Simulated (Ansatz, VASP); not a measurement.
**K3H: VASP beside Ansatz**

```
K H
1.0
     8.00535    0.00000    0.00000
    -4.00267    6.93283    0.00000
     0.00000    0.00000    4.71215
K H
3 1
Direct
  0.33333 0.66667 0.50000
  0.66667 0.33333 0.50000
  0.00000 0.00000 0.50000
  0.00000 0.00000 0.00000
```

Alike in both runs: functional PBE; k mesh 6 × 6 × 4; occupations gaussian, width 0.1 eV; no spin polarisation.

Ansatz relaxed the structure, and its values are those at the end. VASP's run is a single point on that final structure, the one shown.

|  | VASP | Ansatz |
| --- | --- | --- |
| version | VASP 6.6.1 | Ansatz 0.2.0 |
| potentials or method | VASP PAW PBE potentials, release 64 (K_sv, H), cutoff 520 eV | scalar-relativistic, plane waves, PAW |
| valence electrons in the cell | 28 | 28 |

|  | VASP | Ansatz | Ansatz less VASP |
| --- | --- | --- | --- |
| gap on the k mesh at the Fermi level (eV) | none | none | - |
| pressure (GPa) | 0.1 | 0.1 | +0.01 |

A gap of «none» marks a metal or a gap that the smearing closes.
